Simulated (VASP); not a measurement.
# ZnS (Cc) in VASP: single point with PBE

Aim: the single point of ZnS with PBE.

Program: VASP 6.6.1. These are calculated values, not measurements. Logs are shortened: lines on timing, memory, paths and dates and some standing lists are left out, and cuts for length are marked.

### Step 1. The cell of the first run

The structure is monoclinic, space group Cc (No. 9). Conventional cell: a = 3.811 Å, b = 6.601 Å, c = 6.234 Å, α = 90.00°, β = 90.86°, γ = 90.00°. Within 3.0 Å of Zn (site symmetry 1) lie 4 S at 2.31 to 2.40 Å. S (site symmetry 1) has 4 Zn at 2.31 to 2.40 Å within 3.0 Å.

### Step 2. Single point, PBE (strain +0.0150 x Voigt [0, 0, 0, 0, 1, 0])

INCAR

```
  ALGO = Normal
  EDIFF = 1E-7
  ENCUT = 520
  GGA = PE
  ISIF = 2
  ISMEAR = 0
  LASPH = True
  LCHARG = False
  LREAL = False
  LWAVE = False
  NBANDS = 26
  NELM = 80
  PREC = Accurate
  SIGMA = 0.05
```

KPOINTS

```
k-points
0
Gamma
  12 12 6
```

POSCAR

```
ZnS
1.0
    3.8109987816      0.0000000000      0.0285824909
   -1.9054993908      3.3004217586     -0.0142912454
    0.0467550000      0.0000000000      6.2340000000
Zn S
2 2
Direct
    0.3333333333      0.6666666667      0.0000000000
    0.6666666667      0.3333333333      0.5000000000
    0.3333333333      0.6666666667      0.3850000000
    0.6666666667      0.3333333333      0.8850000000
```

Potentials or basis: VASP PAW PBE potentials, release 64 (Zn, S).

Command:

```sh
cat potpaw_PBE.64/Zn/POTCAR potpaw_PBE.64/S/POTCAR > POTCAR
mpirun -np 1 vasp_std > vasp.out
```

OUTCAR:

```text
EDIFF = 1E-7
   ENCUT = 520
   GGA = PE
   ISIF = 2
   ISMEAR = 0
   LASPH = True
   LREAL = False
   NELM = 80
   PREC = Accurate

 ion  position               nearest neighbor table
   1  0.333  0.667  0.000-   4 2.31   4 2.31   4 2.32   3 2.40
   2  0.667  0.333  0.500-   3 2.31   3 2.31   3 2.32   4 2.40
   3  0.333  0.667  0.385-   2 2.31   2 2.31   2 2.32   1 2.40
   4  0.667  0.333  0.885-   1 2.31   1 2.31   1 2.32   2 2.40

  LATTYP: Found a base centered monoclinic cell.
 ALAT       =     3.8111059644
 B/A-ratio  =     1.7320020957
 C/A-ratio  =     1.6357916539
 COS(beta)  =    -0.0149991563

  Lattice vectors:

 A1 = (  -1.9054993908,   3.3004217586,  -0.0142912454)
 A2 = (  -1.9054993908,  -3.3004217586,  -0.0142912455)
 A3 = (   0.0467550000,   0.0000000000,   6.2340000000)

Analysis of symmetry for initial positions (statically):
=====================================================================
 Subroutine PRICEL returns:
 Original cell was already a primitive cell.

 Routine SETGRP: Setting up the symmetry group for a
 base centered monoclinic supercell.

 Subroutine GETGRP returns: Found  2 space group operations
 (whereof  1 operations were pure point group operations)
 out of a pool of  4 trial point group operations.

The static configuration has the point symmetry C_1 .
 The point group associated with its full space group is C_1h.

Analysis of symmetry for dynamics (positions and initial velocities):
=====================================================================
 Subroutine PRICEL returns:
 Original cell was already a primitive cell.

 Routine SETGRP: Setting up the symmetry group for a
 base centered monoclinic supercell.

 Subroutine GETGRP returns: Found  2 space group operations
 (whereof  1 operations were pure point group operations)
 out of a pool of  4 trial point group operations.

The dynamic configuration has the point symmetry C_1 .
 The point group associated with its full space group is C_1h.

 Subroutine INISYM returns: Found  2 space group operations
 (whereof  1 operations are pure point group operations),
 and found     1 'primitive' translations

----------------------------------------------------------------------------------------

                                     Primitive cell

  volume of cell :      78.4062

  direct lattice vectors                    reciprocal lattice vectors
     3.810998782  0.000000000  0.028582491     0.262413165  0.151495789 -0.001968099
    -1.905499391  3.300421759 -0.014291245     0.000000000  0.302991579  0.000000000
     0.046755000  0.000000000  6.234000000    -0.001203148 -0.000000000  0.160419675

  length of vectors
     3.811105964  3.811025578  6.234175329     0.303010754  0.302991579  0.160424187

  position of ions in fractional coordinates (direct lattice)
     0.333333333  0.666666667  1.000000000
     0.666666667  0.333333333  0.500000000
     0.333333333  0.666666667  0.385000000
     0.666666667  0.333333333  0.885000000

  ion indices of the primitive-cell ions
   primitive index   ion index
                 1           1
                 2           2
                 3           3
                 4           4

----------------------------------------------------------------------------------------

 KPOINTS: k-points

Automatic generation of k-mesh.
 Grid dimensions read from file:
 generate k-points for:   12   12    6

 Generating k-lattice:

  Cartesian coordinates                     Fractional coordinates (reciprocal lattice)
     0.021867764  0.012624649 -0.000164008     0.083333333 -0.000000000 -0.000000000
     0.000000000  0.025249298  0.000000000     0.000000000  0.083333333  0.000000000
    -0.000200525 -0.000000000  0.026736612     0.000000000 -0.000000000  0.166666667

  Length of vectors
     0.025250896  0.025249298  0.026737364

  Shift w.r.t. Gamma in fractional coordinates (k-lattice)
     0.000000000  0.000000000  0.000000000

 Subroutine IBZKPT returns following result:
 ===========================================

 Found    242 irreducible k-points:

 Following reciprocal coordinates:
            Coordinates               Weight
  0.000000  0.000000  0.000000      1.000000
  0.083333  0.000000 -0.000000      4.000000
  0.166667 -0.000000 -0.000000      4.000000
  0.250000 -0.000000 -0.000000      4.000000
  0.333333 -0.000000  0.000000      4.000000
  0.416667 -0.000000  0.000000      4.000000
[... 16 lines left out ...]
  0.333333  0.166667  0.000000      4.000000
  0.416667  0.166667  0.000000      4.000000
 [... further k-points ...]
   k-points           NKPTS =    242   k-points in BZ     NKDIM =    242   number of bands    NBANDS=     26
   number of dos      NEDOS =    301   number of ions     NIONS =      4
   total plane-waves  NPLWV =  37632
   dimension x,y,z NGX =    28 NGY =   28 NGZ =   48
   dimension x,y,z NGXF=    56 NGYF=   56 NGZF=   96
   ions per type =               2   2
   NGX,Y,Z   is equivalent  to a cutoff of  12.21, 12.21, 12.80 a.u.
   NGXF,Y,Z  is equivalent  to a cutoff of  24.43, 24.43, 25.60 a.u.
 SYSTEM =  unknown system
   PREC   = accura    normal or accurate (medium, high low for compatibility)
   ISTART =      0    job   : 0-new  1-cont  2-samecut
   ICHARG =      2    charge: 1-file 2-atom 10-const
   ISPIN  =      1    spin polarized calculation?
   LNONCOLLINEAR =      F non collinear calculations
   LSORBIT =      F    spin-orbit coupling
   LASPH  =      T    aspherical Exc in radial PAW
   ENCUT  =  520.0 eV  38.22 Ry    6.18 a.u.   7.09  7.09 11.59*2*pi/ulx,y,z
   NELM   =     80;   NELMIN=  2; NELMDL= -5     # of ELM steps
   EDIFF  = 0.1E-06   stopping-criterion for ELM
   LREAL  =      F    real-space projection
   EDIFFG = 0.1E-05   stopping-criterion for IOM
   NSW    =      0    number of steps for IOM
   IBRION =     -1    ionic relax: 0-MD 1-quasi-New 2-CG
   NFREE  =      0    steps in history (QN), initial steepest desc. (CG)
   ISIF   =      2    stress and relaxation
   ISYM   =      2    0-nonsym 1-usesym 2-fastsym
   POTIM  = 0.5000    time-step for ionic-motion
   TEBEG  =    0.0;   TEEND  =   0.0 temperature during run
   PSTRESS=    0.0 pullay stress
   NELECT =      36.0000    total number of electrons
   NUPDOWN=      -1.0000    fix difference up-down
   EMIN   =  10.00;   EMAX   =-10.00  energy-range for DOS
   EFERMI =   0.00;   METHOD = LEGACY
   ISMEAR =     0;   SIGMA  =   0.05  broadening in eV -4-tet -1-fermi 0-gaus
   EFERMI_NEDOS =   21; number of points for ismear=-14 and -15
   IALGO  =     38    algorithm
   IMIX   =      4    mixing-type and parameters
     AMIX     =   0.40;   BMIX     =  1.00
     AMIX_MAG =   1.60;   BMIX_MAG =  1.00
  volume/ion in A,a.u.               =      19.60       132.28
  Fermi-wavevector in a.u.,A,eV,Ry     =   1.262967  2.386662 21.702470  1.595087
  Thomas-Fermi vector in A             =   2.396348
   LORBIT       =      0    0 simple, 1 ext, 2 COOP (PROOUT), +10 PAW based schemes
   GGA     = PE    functional components
   LHFCALC =     F    Hartree Fock is set to
   AEXX    =    0.0000 exact exchange contribution
   IVDW    =     0    specifies the selected vdW correction
   LEPSILON=     F    determine dielectric tensor
   LRPA    =     F    only Hartree local field effects (RPA)
 non-spin polarized calculation
 Gauss-broadening in eV      SIGMA  =   0.05
  energy-cutoff  :      520.00
  volume of cell :       78.41
 maximum number of plane-waves:      2130
   NGX = 15   NGY = 15   NGZ = 23

 number of electron      35.9999975 magnetization

 Free energy of the ion-electron system (eV)
  ---------------------------------------------------
  ext. energy  EPLUGINS =         0.00000000
  ---------------------------------------------------
  free energy    TOTEN  =       -13.65204731 eV

  energy without entropy =      -13.65204731  energy(sigma->0) =      -13.65204731

 E-fermi :   2.4359     XC(G=0):  -9.6517

 val. band max:        2.1858148630   @ k =   0.0000   0.0000   0.0000
 cond. band min:       4.4150810414   @ k =   0.0000   0.0000   0.0000
 fundamental gap:      2.2292661784
 Fermi energy:         2.4359225617

 k-point     1 :       0.0000    0.0000    0.0000
  band No.  band energies     occupation
      1     -11.0310      2.00000
      2     -10.1076      2.00000
      3      -4.2067      2.00000
      4      -4.2067      2.00000
      5      -4.1416      2.00000
      6      -4.1416      2.00000
[... 18 lines left out ...]
     25       9.7857      0.00000
     26      11.4756      0.00000

 k-point     2 :       0.0833    0.0000   -0.0000
  band No.  band energies     occupation
      1     -10.9831      2.00000
      2     -10.0796      2.00000
      3      -4.2111      2.00000
      4      -4.1951      2.00000
      5      -4.1384      2.00000
      6      -4.1268      2.00000
[... 18 lines left out ...]
     25      10.0052      0.00000
     26      11.1657      0.00000

 k-point     3 :       0.1667   -0.0000   -0.0000
  band No.  band energies     occupation
      1     -10.8458      2.00000
      2     -10.0038      2.00000
      3      -4.2184      2.00000
      4      -4.1643      2.00000
      5      -4.1291      2.00000
      6      -4.0869      2.00000
[... 18 lines left out ...]
     25      10.4548      0.00000
     26      10.6183      0.00000

 k-point     4 :       0.2500   -0.0000   -0.0000
  band No.  band energies     occupation
      1     -10.6396      2.00000
      2      -9.9038      2.00000
      3      -4.2164      2.00000
      4      -4.1256      2.00000
      5      -4.1114      2.00000
      6      -4.0293      2.00000
[... 18 lines left out ...]
     25      10.6062      0.00000
     26      11.1005      0.00000
[... 496 lines left out ...]
      1     -10.3072      2.00000
      2      -9.7894      2.00000
      3      -4.1405      2.00000
      4      -4.1021      2.00000
      5      -4.0156      2.00000
      6      -3.9844      2.00000
[... 18 lines left out ...]
     25      10.8533      0.00000
     26      11.3365      0.00000

 k-point    23 :       0.3333    0.1667    0.0000
  band No.  band energies     occupation
      1     -10.1092      2.00000
      2      -9.7663      2.00000
      3      -4.1384      2.00000
      4      -4.0596      2.00000
      5      -3.9248      2.00000
      6      -3.9208      2.00000
[... 18 lines left out ...]
     25      11.3447      0.00000
     26      11.8142      0.00000

 k-point    24 :       0.4167    0.1667    0.0000
  band No.  band energies     occupation
      1     -10.0164      2.00000
      2      -9.7757      2.00000
      3      -4.1388      2.00000
      4      -4.0496      2.00000
      5      -3.9023      2.00000
      6      -3.8738      2.00000
[... 18 lines left out ...]
     25      11.3539      0.00000
     26      12.5786      0.00000

 [... further k-points ...]

------------------------ aborting loop because EDIFF is reached ----------------------------------------

  FORCE on cell =-STRESS in cart. coord.  units (eV):
  Direction    XX          YY          ZZ          XY          YZ          ZX
  --------------------------------------------------------------------------------------
  -------------------------------------------------------------------------------------
  Total        1.5603883      1.5579951      0.5536229      0.0000000      0.0000000     -0.2671003
  in kB       31.8854569     31.8365533     11.3129024      0.0000000      0.0000000     -5.4580106
  external PRESSURE =      25.0116375 kB  Pullay stress =       0.0000000 kB

 VOLUME and BASIS-vectors are now :
 -----------------------------------------------------------------------------
  energy-cutoff  :      520.00
  volume of cell :       78.41
      direct lattice vectors                 reciprocal lattice vectors
     3.810998782  0.000000000  0.028582491     0.262413165  0.151495789 -0.001968099
    -1.905499391  3.300421759 -0.014291245     0.000000000  0.302991579  0.000000000
     0.046755000  0.000000000  6.234000000    -0.001203148 -0.000000000  0.160419675

 POSITION                                       TOTAL-FORCE (eV/Angst)
 -----------------------------------------------------------------------------------
     -0.00000      2.20028      0.00000        -0.059661      0.001710      0.322676
      1.92888      1.10014      3.13129        -0.059661     -0.001710      0.322676
      0.01800      2.20028      2.40009         0.059661      0.002096     -0.322676
      1.94688      1.10014      5.53138         0.059661     -0.002096     -0.322676
 -----------------------------------------------------------------------------------
    total drift:                               -0.000172     -0.000000      0.000452

  FREE ENERGIE OF THE ION-ELECTRON SYSTEM (eV)
  ---------------------------------------------------
  free  energy   TOTEN  =       -13.6520473090 eV

  energy  without entropy=      -13.6520473090  energy(sigma->0) =      -13.65204731
```

It took 7.1 min on 1 thread of Oxide Virtual Turin-like, shared host; peak memory 0.45 GiB.

Results:

* Free energy: -13.6520 eV
* Pressure: 2.5 GPa
* Largest force: 0.328 eV/Å
* Band gap on the k mesh: 2.23 eV

Forces in eV/Å, atoms in the order of the input:
```
Zn  -0.060  0.002  0.323
Zn  -0.060 -0.002  0.323
S    0.060  0.002 -0.323
S    0.060 -0.002 -0.323
```

Stress tensor (GPa, compression positive):
```
 3.19  0.00 -0.55
 0.00  3.18  0.00
-0.55  0.00  1.13
```

Levels at points of the mesh, in eV from the valence-band top:
```
           k point  band 16  band 17  band 18  band 19  band 20  band 21
(0.00, 0.00, 0.00)    -0.06    -0.03     0.00     2.23     2.98     6.28
(0.50, 0.00, 0.00)    -2.27    -1.58    -1.00     3.60     4.25     5.16
(0.00, 0.50, 0.00)    -2.27    -1.58    -1.00     3.60     4.24     5.16
(0.00, 0.00, 0.50)    -0.49    -0.46    -0.46     3.49     3.49     6.67
(0.50, 0.00, 0.50)    -1.68    -1.60    -1.50     3.57     3.62     5.07
(0.00, 0.50, 0.50)    -1.68    -1.55    -1.55     3.60     3.60     5.13
```

Caveat: the cell differs from its parent crystal (strain +0.0150 x Voigt [0, 0, 0, 0, 1, 0]). A k mesh can miss the band edges.
